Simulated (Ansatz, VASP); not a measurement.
## Two plane-wave programs on Mo

File POSCAR:

```
Mo
1.0
   -1.5430792842      1.5430792842      1.5430792842
    1.5430792842     -1.5430792842      1.5430792842
    1.5430792842      1.5430792842     -1.5430792842
Mo
1
Direct
    0.0000000000      0.0000000000      0.0000000000
```

Contents of INCAR.step1:

```
SYSTEM = Mo
PREC     = Accurate       ! precision mode
ENCUT    = 520            ! plane-wave cutoff, eV
ISMEAR   = 0              ! smearing method
SIGMA    = 0.1            ! smearing width, eV
LREAL    = .False.        ! projectors in reciprocal space
LASPH    = .True.         ! aspherical terms in the spheres
NELM     = 80             ! most SCF steps
NBANDS   = 13             ! bands
GGA      = PE             ! functional
ALGO     = Normal         ! electronic algorithm
EDIFF    = 1E-4           ! SCF threshold, eV
LWAVE    = .True.         ! write WAVECAR
LCHARG   = .False.        ! write CHGCAR
```

File INCAR.step2:

```
SYSTEM = Mo
PREC     = Accurate       ! precision mode
ENCUT    = 520            ! plane-wave cutoff, eV
EDIFF    = 1E-6           ! SCF threshold, eV
ISMEAR   = 0              ! smearing method
SIGMA    = 0.1            ! smearing width, eV
LREAL    = .False.        ! projectors in reciprocal space
LASPH    = .True.         ! aspherical terms in the spheres
NELM     = 80             ! most SCF steps
ALGO     = Normal         ! electronic algorithm
ISIF     = 2              ! what is computed and relaxed
LWAVE    = .False.        ! write WAVECAR
LCHARG   = .True.         ! write CHGCAR
METAGGA  = R2SCAN         ! meta-GGA
LMIXTAU  = .True.       
LELF     = .True.         ! ELF
LVHAR    = .True.       
NBANDS   = 13             ! bands
ISTART   = 1
```

Contents of KPOINTS:

```
Automatic mesh
0
Gamma
  18 18 18
  0 0 0
```

Input for Ansatz:

```yaml
crystal:
  lattice:
    - [-1.5430792842, 1.5430792842, 1.5430792842]
    - [1.5430792842, -1.5430792842, 1.5430792842]
    - [1.5430792842, 1.5430792842, -1.5430792842]
  atoms:
    - { symbol: Mo, position: [0.0, 0.0, 0.0] }
basis:
  ecutwfc: 500
kpoints:
  mp_grid: { grid: [18, 18, 18] }
hamiltonian:
  xc: r2scan
scf:
  occupations: { method: gaussian, width: 0.1 }
output:
  forces: true
  stress: true
  eigenvalues: true
```

Alike in both runs: task single point; functional r2SCAN; k mesh 18 × 18 × 18; occupations gaussian, width 0.1 eV; no spin polarisation.

|  | VASP | Ansatz |
| --- | --- | --- |
| version | VASP 6.6.1 | Ansatz 0.2.0 |
| potentials or method | VASP PAW PBE potentials, release 64 (Mo_sv), cutoff 520 eV | scalar-relativistic, plane waves, PAW |
| valence electrons in the cell | 14 | 14 |

VASP gave:

| Property | Result |
| --- | --- |
| gap on the k mesh at the Fermi level (eV) | none |
| pressure (GPa) | 20.6 |

What did Ansatz give for the same quantities?

gap on the k mesh at the Fermi level (eV): none; pressure (GPa): 19.1.

VASP's potentials were made for PBE, not for r2SCAN. A gap of «none» marks a metal or a gap that the smearing closes. The functional is the same, so the differences come from potentials, cutoffs and numerics.
